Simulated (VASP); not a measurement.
Here is a VASP 6.6.1 calculation.

Contents of INCAR:

```
SYSTEM = In
PREC = Accurate
ENCUT = 520
EDIFF = 1E-6
ISMEAR = -1
SIGMA = 0.1
LREAL = .False.
LASPH = .True.
NELM = 100
ALGO = Normal
ISIF = 2
LWAVE = .False.
LCHARG = .False.
GGA = RP
NBANDS = 26
```

File KPOINTS:

```
Automatic mesh
0
Gamma
  8 8 11
  0 0 0
```

POSCAR

```
In
1.0
    5.3151335237      0.0000000000      0.0000000000
   -2.6575667619      4.6030406561      0.0000000000
    0.0000000000      0.0000000000      3.3022876357
In
3
Direct
    0.0000000000      0.0000000000      0.0000000000
    0.3333333333      0.6666666667      0.5000000000
    0.6666666667      0.3333333333      0.5000000000
```

Potentials or basis: VASP PAW PBE potentials, release 64 (In_d).

Command:

```console
$ cat potpaw_PBE.64/In_d/POTCAR > POTCAR
$ mpirun -np 1 vasp_std > vasp.out
```

(1) Estimate the pressure.

(2) What does it give for the band gap on the k mesh?

Results:

(1) 3.0 GPa.

(2) zero (an odd number of electrons rules out a gap without spin polarisation).

Caveat: the cell stands under pressure; the PAW data sets were made with another functional, which shifts forces and pressure a little; spin-orbit coupling is left out, which moves the levels of the heavy elements.
